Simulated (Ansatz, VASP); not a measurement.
# Li in VASP and in Ansatz

INCAR

```
PREC = Accurate
ENCUT = 520
EDIFF = 1E-8
ISMEAR = 1
SIGMA = 0.2
LREAL = False
LASPH = True
NELM = 100
ALGO = Normal
ISIF = 2
LWAVE = False
LCHARG = False
GGA = CA
LEFG = True
NBANDS = 12
```

KPOINTS

```
Automatic mesh
0
Gamma
  10 10 10
```

POSCAR

```
Li
1.0
    1.5505000000      0.8951815924      7.5883000000
   -1.5505000000      0.8951815924      7.5883000000
    0.0000000000     -1.7903631848      7.5883000000
Li
3
Direct
    0.7780000000      0.7780000000      0.7780000000
    0.2220000000      0.2220000000      0.2220000000
    0.0000000000      0.0000000000      0.0000000000
```

input.yaml

```yaml
crystal:
  lattice:
    - [1.5505, 0.8951815924, 7.5883]
    - [-1.5505, 0.8951815924, 7.5883]
    - [0.0, -1.7903631848, 7.5883]
  atoms:
    - { symbol: Li, position: [0.778, 0.778, 0.778] }
    - { symbol: Li, position: [0.222, 0.222, 0.222] }
    - { symbol: Li, position: [0.0, 0.0, 0.0] }
hamiltonian:
  xc: lda
  pseudopotentials: { kind: paw }
kpoints:
  mp_grid: { grid: [10, 10, 10] }
scf:
  occupations: { method: methfessel_paxton, width: 0.2 }
output:
  forces: true
  stress: true
  eigenvalues: true
  efg: {}
```

Alike in both runs: task electric field gradients; functional LDA; k mesh 10 × 10 × 10; occupations methfessel-paxton of order 1, width 0.2 eV; no spin polarisation.

|  | VASP | Ansatz |
| --- | --- | --- |
| version | VASP 6.6.1 | Ansatz 0.2.0 |
| potentials or method | VASP PAW LDA potentials, release 64 (Li_sv) | Ansatz PAW |
| plane-wave cutoff (eV) | 520 | 420 |
| valence electrons in the cell | 9 | 9 |

|  | VASP | Ansatz | Ansatz less VASP |
| --- | --- | --- | --- |
| gap on the k mesh at the Fermi level (eV) | none | none | - |
| rms of the force components (eV/Å) | 0.004 | 0.004 | -0.0001 |
| size of Vzz on the site where it differs most (V/Å²) | 0.1 | 0.1 | -0.02 |

LDA's correlation is that of Perdew and Zunger in VASP and of Perdew and Wang (1992) in Ansatz. Atom by atom the forces differ by 0.000 eV/Å (rms over components). A gap of «none» marks a metal or a gap that the smearing closes.

Noted on VASP's run: the cutoff is short for stress, so the pressure is rough.
